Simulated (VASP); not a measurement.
# SnSe2 (P-3m1) in VASP: a series of runs, part 2 of 2

VASP 6.6.1. The steps go on from the part before.

### 4 Relaxation of shape and atoms at fixed volume, PBE (28.43 Å³/atom)

This run uses another cell than the first one, of 28.43 Å³/atom.

Input file INCAR:

```
  ALGO = Normal
  EDIFF = 1E-7
  EDIFFG = -0.01
  ENCUT = 600
  GGA = PE
  IBRION = 2
  ISIF = 4
  ISMEAR = 0
  LASPH = T
  LCHARG = F
  LREAL = F
  LWAVE = F
  NELM = 60
  NSW = 50
  PREC = Accurate
  SIGMA = 0.02
```

Input file KPOINTS:

```
k-points
0
Gamma
  12 12 4
```

Input file POSCAR:

```
SnSe2
1.0
    3.8255728737      0.0000000000      0.0000000000
   -1.9127864369      3.3130432927      0.0000000000
    0.0000000000      0.0000000000      6.7283186257
Sn Se
1 2
Direct
    0.0000000000      0.0000000000      0.0000000000
    0.3333333333      0.6666666667      0.2348732450
    0.6666666667      0.3333333333      0.7651267550
```

Run with:

```
cat potpaw_PBE.64/Sn_d/POTCAR potpaw_PBE.64/Se/POTCAR > POTCAR
mpirun -np 1 vasp_std > vasp.out
```

Run time: 5 min. Hardware: 1 thread of Intel Xeon Platinum 8259CL at 2.50GHz (Skylake/Cascade Lake), shared host; peak memory 0.31 GiB.

It converged, with:

* Free energy: -11.8693 eV
* Energy gained by relaxing: 5.1 meV/atom
* Ionic steps: 6
* Pressure after relaxing: 0.3 GPa
* Largest force after relaxing: 0.007 eV/Å
* Band gap on the k mesh: 0.68 eV (least direct gap 1.11 eV)

Forces on the atoms (eV/Å):
```
Sn   0.000  0.000  0.000
Se   0.000  0.000 -0.007
Se   0.000  0.000  0.007
```

The path:
| step | energy change (eV) | largest force (eV/Å) | pressure (GPa) | volume (Å³) |
| --- | --- | --- | --- | --- |
| 1 | 0.0000 | 0.2832 | 2.09 | 85.28 |
| 2 | -0.0064 | 0.1635 | 1.62 | 85.28 |
| 3 | -0.0104 | 0.0720 | 0.69 | 85.28 |
| 4 | -0.0144 | 0.0589 | 0.36 | 85.28 |
| 5 | -0.0151 | 0.0519 | 0.17 | 85.28 |
| 6 | -0.0154 | 0.0072 | 0.33 | 85.28 |

Final structure:
```yaml
crystal:
  lattice:
    - [3.86770, 0.00000, 0.00000]
    - [-1.93385, 3.34953, 0.00000]
    - [0.00000, 0.00000, 6.58254]
  atoms:
    - { symbol: Sn, position: [0.00000, 0.00000, 0.00000] }
    - { symbol: Se, position: [0.33333, 0.66667, 0.24256] }
    - { symbol: Se, position: [0.66667, 0.33333, 0.75744] }
```

Levels at points of the mesh, in eV from the valence-band top:
```tsv
k point	band 9	band 10	band 11	band 12	band 13	band 14	band 15	band 16	band 17
(0.00, 0.00, 0.00)	-0.47	-0.47	-0.30	-0.17	-0.17	0.98	3.09	4.61	4.61
(0.50, 0.00, 0.00)	-4.14	-2.55	-2.23	-0.96	-0.25	1.03	3.81	5.42	5.57
(0.00, 0.00, 0.50)	-1.75	-0.53	-0.53	-0.08	-0.08	2.17	2.99	4.46	4.46
(0.50, 0.00, 0.50)	-4.40	-2.14	-1.97	-0.68	-0.47	0.68	4.20	4.79	5.80
```

Caveat: spin-orbit coupling is left out, which moves the levels of the heavy elements; this functional lacks dispersion, which binds the layers, so the pressure and a relaxed spacing across them are unreliable.

### 5 Relaxation of shape and atoms at fixed volume, PBE (29.33 Å³/atom)

This run uses another cell than the first one, of 29.33 Å³/atom.

Input file INCAR:

```
SYSTEM = SnSe2
PREC = Accurate
ENCUT = 600
EDIFF = 1E-7
ISMEAR = 0
SIGMA = 0.02
LREAL = .False.
LASPH = .True.
NELM = 100
ALGO = Normal
ISIF = 4
LWAVE = .False.
LCHARG = .False.
GGA = PE
IBRION = 2
NSW = 50
EDIFFG = -0.01
```

Input file KPOINTS:

```
regular mesh
0
Gamma
  12 12 4
  0 0 0
```

Input file POSCAR:

```
SnSe2
1.0
    3.8326362971      0.0000000000      0.0000000000
   -1.9163181486      3.3191603967      0.0000000000
    0.0000000000      0.0000000000      6.9174841448
Sn Se
1 2
Direct
    0.0000000000      0.0000000000      0.0000000000
    0.3333333333      0.6666666667      0.2281475590
    0.6666666667      0.3333333333      0.7718524410
```

Potentials or basis: VASP PAW PBE potentials, release 64 (Sn_d, Se).

Run with:

```
cat potpaw_PBE.64/Sn_d/POTCAR potpaw_PBE.64/Se/POTCAR > POTCAR
mpirun -np 1 vasp_std > vasp.out
```

OUTCAR:

```text
SYSTEM = SnSe2
   PREC = Accurate
   ENCUT = 600
   EDIFF = 1E-7
   ISMEAR = 0
   LREAL = .False.
   LASPH = .True.
   NELM = 100
   ISIF = 4
   GGA = PE
   IBRION = 2
   NSW = 50
   EDIFFG = -0.01

 ion  position               nearest neighbor table
   1  0.000  0.000  0.000-   2 2.72   3 2.72   2 2.72   3 2.72   3 2.72   2 2.72
   2  0.333  0.667  0.228-   1 2.72   1 2.72   1 2.72
   3  0.667  0.333  0.772-   1 2.72   1 2.72   1 2.72

  LATTYP: Found a hexagonal cell.
 ALAT       =     3.8326362971
 C/A-ratio  =     1.8048892743

  Lattice vectors:

[... 403 lines left out ...]

 number of electron      25.9999995 magnetization

 Free energy of the ion-electron system (eV)
  ---------------------------------------------------
  ext. energy  EPLUGINS =         0.00000000
  ---------------------------------------------------
  free energy    TOTEN  =       -11.87333356 eV

  energy without entropy =      -11.87333356  energy(sigma->0) =      -11.87333356

 E-fermi :   2.9259     XC(G=0):  -8.7773

 val. band max:        2.8171821969   @ k =   0.1667  -0.0000   0.0000
 cond. band min:       3.5011644315   @ k =   0.5000  -0.0000   0.5000
 fundamental gap:      0.6839822346
 Fermi energy:         2.9258855271

 k-point     1 :       0.0000    0.0000    0.0000
  band No.  band energies     occupation
      1     -18.3055      2.00000
      2     -18.3055      2.00000
      3     -18.2733      2.00000
      4     -18.2640      2.00000
      5     -18.2640      2.00000
      6     -10.5573      2.00000
[... 457 lines left out ...]
      4     -18.2659      2.00000
      5     -18.2631      2.00000
      6     -10.2775      2.00000
[... 9 lines left out ...]
     16       7.8146      0.00000
     17       7.9480      0.00000

 [... further k-points ...]
[... 5 lines left out ...]
  --------------------------------------------------------------------------------------
  -------------------------------------------------------------------------------------
  Total        0.0646739      0.0646739      0.0645893     -0.0000000      0.0000000     -0.0000000
  in kB        1.1775127      1.1775127      1.1759733     -0.0000000      0.0000000     -0.0000000
  external PRESSURE =       1.1769995 kB  Pullay stress =       0.0000000 kB
[... 18 lines left out ...]
  FREE ENERGIE OF THE ION-ELECTRON SYSTEM (eV)
  ---------------------------------------------------
  free  energy   TOTEN  =       -11.8733335627 eV

  energy  without entropy=      -11.8733335627  energy(sigma->0) =      -11.87333356

 reached required accuracy - stopping structural energy minimisation
```

Run time: 5.3 min. Hardware: 1 thread of Intel Xeon Platinum 8259CL at 2.50GHz (Skylake/Cascade Lake), shared host; peak memory 0.32 GiB.

Results:

```
Free energy               : -11.8733 eV
Energy gained by relaxing : 4.8 meV/atom
Ionic steps               : 7
Pressure after relaxing   : 0.1 GPa
Band gap on the k mesh    : 0.68 eV (least direct gap 1.10 eV)
```

The path:
```
step  energy change (eV)  largest force (eV/Å)  pressure (GPa)  volume (Å³)
   1              0.0000                0.2867            1.79        88.00
   2             -0.0063                0.1590            1.33        88.00
   3             -0.0094                0.0322            0.65        88.00
   4             -0.0131                0.0253            0.35        88.00
   5             -0.0143                0.0193            0.07        88.00
   6             -0.0143                0.0191            0.06        88.00
   7             -0.0144                0.0018            0.12        88.00
```

Final structure:
```
Sn Se
1.0
     3.87116    0.00000    0.00000
    -1.93558    3.35252    0.00000
     0.00000    0.00000    6.78051
Sn Se
1 2
Direct
  0.00000 0.00000 0.00000
  0.33333 0.66667 0.23537
  0.66667 0.33333 0.76463
```

Levels at points of the mesh, in eV from the valence-band top:
```
           k point  band 10  band 11  band 12  band 13  band 14  band 15  band 16  band 17
(0.00, 0.00, 0.00)    -0.47    -0.41    -0.14    -0.14     1.03     3.09     4.59     4.59
(0.50, 0.00, 0.00)    -2.46    -2.20    -0.86    -0.26     0.97     3.85     5.49     5.64
(0.00, 0.00, 0.50)    -0.51    -0.51    -0.08    -0.08     2.07     3.00     4.49     4.49
(0.50, 0.00, 0.50)    -2.14    -2.00    -0.65    -0.42     0.68     4.21     4.85     5.77
```

Caveat: spin-orbit coupling is left out, which moves the levels of the heavy elements; this functional lacks dispersion, which binds the layers, so the pressure and a relaxed spacing across them are unreliable. A k mesh can miss the band edges.

### 6 Relaxation of cell and atoms, PBE

Input file INCAR:

```
ALGO     = Normal         # electronic algorithm
EDIFF    = 1E-7           # SCF threshold, eV
EDIFFG   = -0.01          # ionic threshold
ENCUT    = 600            # plane-wave cutoff, eV
GGA      = PE             # functional
IBRION   = 2              # ionic algorithm
ISIF     = 3              # what is computed and relaxed
ISMEAR   = 0              # smearing method
LASPH    = True           # aspherical terms in the spheres
LCHARG   = False          # write CHGCAR
LREAL    = False          # projectors in reciprocal space
LWAVE    = False          # write WAVECAR
NELM     = 80             # most SCF steps
NSW      = 100            # ionic steps
PREC     = Accurate       # precision mode
SIGMA    = 0.02           # smearing width, eV
```

Input file KPOINTS:

```
k-points
0
Gamma
  12 12 4
```

Input file POSCAR:

```
SnSe2
1.0
    3.8759195007      0.0000000000      0.0000000000
   -1.9379597504      3.3566447506      0.0000000000
    0.0000000000      0.0000000000      6.7861686195
Sn Se
1 2
Direct
    0.0000000000      0.0000000000      0.0000000000
    0.3333333333      0.6666666667      0.2343330223
    0.6666666667      0.3333333333      0.7656669777
```

Potentials or basis: VASP PAW PBE potentials, release 64 (Sn_d, Se).

Run with:

```
cat potpaw_PBE.64/Sn_d/POTCAR potpaw_PBE.64/Se/POTCAR > POTCAR
mpirun -np 1 vasp_std > vasp.out
```

Wall time 13 min (1 thread of Intel Xeon Platinum 8259CL at 2.50GHz (Skylake/Cascade Lake), shared host); peak memory 0.34 GiB.

Results (log left out):

```
Free energy                           : -11.8744 eV
Relaxed volume                        : 30.19 Å³/atom
Relaxed cell                          : a = 3.872 Å, b = 3.872 Å, c = 6.976 Å, α = 90.00°, β = 90.00°, γ = 120.00°
Space group after relaxing (to 0.1 Å) : P-3m1 (No. 164)
Energy gained by relaxing             : 0.3 meV/atom
Ionic steps                           : 20
Pressure after relaxing               : 0.0 GPa
Band gap on the k mesh                : 0.69 eV (least direct gap 1.08 eV)
```

The path:
```csv
step,energy change (eV),largest force (eV/Å),pressure (GPa),volume (Å³)
1,0.0000,0.0364,0.15,88.29
2,-0.0002,0.0263,-0.11,88.65
3,-0.0002,0.0079,-0.04,88.54
4,-0.0003,0.0110,0.00,88.50
5,-0.0003,0.0131,0.02,88.47
6,-0.0003,0.0134,0.03,88.47
7,-0.0003,0.0155,0.02,88.53
8,-0.0004,0.0214,-0.01,88.70
9,-0.0005,0.0332,-0.06,89.04
10,-0.0005,0.0563,-0.17,89.73
11,-0.0006,0.0435,-0.11,89.35
12,-0.0006,0.0430,-0.11,89.36
13,-0.0006,0.0414,-0.10,89.39
14,-0.0006,0.0384,-0.09,89.45
15,-0.0007,0.0323,-0.06,89.57
16,-0.0009,0.0198,-0.01,89.80
17,-0.0009,0.0060,0.11,90.27
18,-0.0009,0.0004,0.08,90.15
19,-0.0010,0.0005,0.06,90.30
20,-0.0010,0.0007,0.02,90.57
```

Final structure:
```
CELL_PARAMETERS angstrom
3.87183 0.00000 0.00000
-1.93591 3.35310 0.00000
0.00000 0.00000 6.97645
ATOMIC_POSITIONS crystal
Sn 0.00000 0.00000 0.00000
Se 0.33333 0.66667 0.22878
Se 0.66667 0.33333 0.77122
```

Levels at points of the mesh, in eV from the valence-band top:
| k point | band 11 | band 12 | band 13 | band 14 | band 15 | band 16 |
| --- | --- | --- | --- | --- | --- | --- |
| (0.00, 0.00, 0.00) | -0.46 | -0.12 | -0.12 | 1.08 | 3.09 | 4.59 |
| (0.50, 0.00, 0.00) | -2.18 | -0.80 | -0.27 | 0.93 | 3.89 | 5.55 |
| (0.00, 0.00, 0.50) | -0.49 | -0.08 | -0.08 | 1.99 | 3.00 | 4.51 |
| (0.50, 0.00, 0.50) | -2.04 | -0.63 | -0.38 | 0.69 | 4.20 | 4.90 |

Caveat: spin-orbit coupling is left out, which moves the levels of the heavy elements; this functional lacks dispersion, which binds the layers, so the pressure and a relaxed spacing across them are unreliable. Zero-point motion and thermal expansion aren't in these numbers.

### 7 Overview

```csv
task,cell,gap on the mesh (eV),pressure (GPa),relaxed volume (Å³/atom)
relaxation of cell and atoms,"relaxed from a = 3.876, b = 3.876, c = 6.786 Å, angles 90.0, 90.0, 120.0°, 3 atoms, atomic positions A",0.69,0.0,30.19
relaxation of shape and atoms at fixed volume,"relaxed from a = 3.910, b = 3.910, c = 7.057 Å, angles 90.0, 90.0, 120.0°, 3 atoms, atomic positions B",0.71,-0.1,31.15
relaxation of shape and atoms at fixed volume,"relaxed from a = 3.826, b = 3.826, c = 6.728 Å, angles 90.0, 90.0, 120.0°, 3 atoms, atomic positions A",0.68,0.3,28.43
relaxation of shape and atoms at fixed volume,"relaxed from a = 3.833, b = 3.833, c = 6.917 Å, angles 90.0, 90.0, 120.0°, 3 atoms, atomic positions B",0.68,0.1,29.33
```

Alike in all rows: level PBE; potentials or basis VASP PAW PBE potentials, release 64 (Sn_d, Se); no spin polarisation; k mesh 12 × 12 × 4; cutoff (eV) 600; smearing gaussian 0.02 eV.

Caveats: spin-orbit coupling is left out, which moves the levels of the heavy elements; this functional lacks dispersion, which binds the layers, so the pressure and a relaxed spacing across them are unreliable.

Absolute energies hang on the potentials; compare differences alone.
